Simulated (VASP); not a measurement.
Mg (a cell with a defect), 23 atoms in the cell. The cell holds a defect, 23 atoms: a = 8.768 Å, b = 8.768 Å, c = 8.768 Å, α = 80.41°, β = 70.53°, γ = 60.00°. 

| Property | Result |
| --- | --- |
| Program | VASP 6.6.1 |
| Task | single point |
| Functional | PBE |
| Potentials or basis | VASP PAW PBE potentials, release 64 (Mg) |
| Cutoff | 520 eV |
| k mesh | 4 × 4 × 4 |
| Occupations | gaussian, width 0.1 eV |
| Spin | no spin polarisation |
| Dipole correction | no |
| Further INCAR settings | LREAL = Auto; ALGO = Normal; EDIFF = 1e-07; NBANDS = 40 |

Potentials or basis: VASP PAW PBE potentials, release 64 (Mg).

Launch:

```sh
$ cat potpaw_PBE.64/Mg/POTCAR > POTCAR
$ mpirun -np 1 vasp_std > vasp.out
```

Hardware: 1 thread of Intel(R) Xeon(R) Platinum 8488C (Sapphire Rapids), with other jobs on the host.

Q: Estimate the wall time of this run.

A: Run time: 10 min on 1 thread of Intel(R) Xeon(R) Platinum 8488C (Sapphire Rapids), with other jobs on the host, peak memory 0.81 GiB. Counts: scf iterations 13, k points 24.
